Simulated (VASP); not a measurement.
Runs of VASP 6.6.1 on W. The structure is that of space group Pm-3n (No. 223), or close to it. The cells are those of the table. 

```tsv
task	level	potentials or basis	cell	cutoff (eV)	gap on the mesh (eV)	pressure (GPa)
single point	PBEsol	VASP PAW PBE potentials, release 64 (W_sv)	a = 4.938 Å, 8 atoms	520	none	(b)
relaxation of cell and atoms	PBEsol	VASP PAW PBE potentials, release 64 (W_sv)	relaxed to 5 GPa from a = 5.083 Å, 8 atoms	600	none	5.1
relaxation of cell and atoms	PBEsol	VASP PAW PBE potentials, release 64 (W_sv)	relaxed to 2 GPa from a = 5.083 Å, 8 atoms	600	none	2.0
relaxation of cell and atoms	LDA	VASP PAW LDA potentials, release 64 (W_sv)	relaxed from a = 5.083 Å, 8 atoms	600	none	0.0
single point	PBEsol	VASP PAW PBE potentials, release 64 (W_sv)	a = 4.982 Å, 8 atoms	520	none	10.9
single point	PBEsol	VASP PAW PBE potentials, release 64 (W_sv)	a = 4.899 Å, 8 atoms	520	none	(a)
single point	PBEsol	VASP PAW PBE potentials, release 64 (W_sv)	a = 5.006 Å, 8 atoms	520	none	5.8
single point	r2SCAN	VASP PAW PBE potentials, release 64 (W_sv)	a = 5.052 Å, 8 atoms	520	none	1.2
```

Alike in all rows: no spin polarisation; k mesh 5 × 5 × 5; smearing fermi-dirac 0.05 eV.

Q: Fill in the values left out.

A: (a) 31.3; (b) 21.1.

Caveats: spin-orbit coupling is left out, which moves the levels of the heavy elements; the PAW data sets were made with another functional, which shifts forces and pressure a little (at least some runs); the cell stands under pressure (at least some runs); the cell is relaxed towards a set pressure, so the run minimises the enthalpy, not the energy (at least some runs).

A k mesh can miss the band edges, and the runs leave out spin-orbit coupling on W.

A gap of «none» marks levels without a gap at the run's occupations.
